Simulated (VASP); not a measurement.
Runs of VASP 6.6.1 on Cu. The structure is that of space group I4/mmm (No. 139), or close to it. The cells are those of the table. 

```csv
cell,further INCAR settings,gap on the mesh (eV),pressure (GPa)
"a = 2.523, b = 2.523, c = 2.646 Å, angles 58.4, 58.4, 63.2°, 1 atom",ALGO = Fast; EDIFF = 1e-06; NBANDS = 12,none,-6.0
"a = 2.553, b = 2.553, c = 2.646 Å, angles 58.8, 58.8, 62.4°, 1 atom",ALGO = Fast; EDIFF = 1e-06; NBANDS = 12,none,(b)
"a = 2.520, b = 2.520, c = 2.583 Å, angles 59.2, 59.2, 61.6°, 1 atom",ALGO = Fast; EDIFF = 1e-07; NBANDS = 12,none,-2.9
"a = 2.583, b = 2.583, c = 2.646 Å, angles 59.2, 59.2, 61.6°, 1 atom",ALGO = Fast; EDIFF = 1e-06; NBANDS = 12,none,-12.0
"a = 2.490, b = 2.490, c = 2.583 Å, angles 58.8, 58.8, 62.5°, 1 atom",ALGO = Fast; EDIFF = 1e-06; NBANDS = 12,none,(a)
```

Alike in all rows: task single point; level PBEsol; potentials or basis VASP PAW PBE potentials, release 64 (Cu); no spin polarisation; k mesh 28 × 28 × 28; cutoff (eV) 520; smearing gaussian 0.15 eV.

Problem. Estimate the missing entries.

Solution. (a) 1.2; (b) -9.3.

Caveats: the PAW data sets were made with another functional, which shifts forces and pressure a little.

A gap of «none» marks levels without a gap at the run's occupations.
